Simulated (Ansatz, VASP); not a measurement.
Pt in VASP and in Ansatz

```
Pt
1.0
    -1.16753    1.62005    1.62005
     1.62005   -1.16753    1.62005
     1.62005    1.62005   -1.16753
Pt
1
Direct
  0.00000 0.00000 0.00000
```

Alike in both runs: task single point; functional LDA; k mesh 22 × 22 × 22; occupations gaussian, width 0.15 eV; no spin polarisation.

```csv
,VASP,Ansatz
version,VASP 6.6.1,Ansatz 0.2.0
potentials or method,"VASP PAW LDA potentials, release 64 (Pt), cutoff 520 eV","scalar-relativistic, plane waves, PAW"
valence electrons in the cell,10,18
```

Ansatz gave:

- gap on the k mesh at the Fermi level (eV): none
- pressure (GPa): 5.4
- traceless stress, the component that is largest in VASP (GPa): -2.02

Q: Which values does VASP return?

A: gap on the k mesh at the Fermi level (eV): none; pressure (GPa): 6.0; traceless stress, the component that is largest in VASP (GPa): -2.20.

Ansatz warns that its potentials were made for another functional, while VASP's fit it. LDA's correlation is that of Perdew and Zunger in VASP and of Perdew and Wang (1992) in Ansatz. A gap of «none» marks a metal or a gap that the smearing closes. VASP's potentials hold 10 valence electrons a cell and Ansatz's 18, so a difference there can come from the potentials and not from the codes.

Neither program's run includes spin-orbit coupling.
